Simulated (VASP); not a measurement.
Set up this calculation in VASP 6.6.1, as the native input.

```
Task                   : single point
Functional             : PBE
Potentials or basis    : VASP PAW PBE potentials, release 64 (Mg, S)
Cutoff                 : 520 eV
k mesh                 : 6 × 6 × 2
Occupations            : gaussian, width 0.02 eV
Spin                   : no spin polarisation
Dipole correction      : no
Further INCAR settings : ALGO = Normal; EDIFF = 1e-06; NBANDS = 26
```

The structure of MgS lies in POSCAR:

```
MgS
1.0
    4.1681838881      0.0000000000      0.0000000000
   -2.0840919441      3.6097531348      0.0000000000
    0.0000000000      0.0000000000     13.5201700467
Mg S
4 4
Direct
    0.0000000000      0.0000000000      0.0947267439
    0.0000000000      0.0000000000      0.5947267439
    0.3333333333      0.6666666667      0.3438266102
    0.6666666667      0.3333333333      0.8438266102
    0.0000000000      0.0000000000      0.4057839332
    0.0000000000      0.0000000000      0.9057839332
    0.3333333333      0.6666666667      0.1556627127
    0.6666666667      0.3333333333      0.6556627127
```

This cell differs from its parent crystal: volume scaled by 1.10, then relaxed in part.

One way to write it, as run:

INCAR

```
PREC = Accurate
ENCUT = 520
EDIFF = 1E-6
ISMEAR = 0
SIGMA = 0.02
LREAL = False
LASPH = True
NELM = 60
ALGO = Normal
ISIF = 2
LWAVE = False
LCHARG = True
GGA = PE
LELF = True
LVHAR = True
NBANDS = 26
```

KPOINTS

```
Automatic mesh
0
Gamma
  6 6 2
```

Potentials or basis: VASP PAW PBE potentials, release 64 (Mg, S).

Command:

```console
$ cat potpaw_PBE.64/Mg/POTCAR potpaw_PBE.64/S/POTCAR > POTCAR
$ mpirun -np 1 vasp_std > vasp.out
```

Results of the run:

| Quantity | Value |
| --- | --- |
| Pressure | -4.5 GPa |
| Band gap on the k mesh | 2.92 eV, direct |

Wall time 78 s on 1 thread of Intel(R) Xeon(R) Platinum 8488C (Sapphire Rapids), on a shared host, peak memory 0.34 GiB.
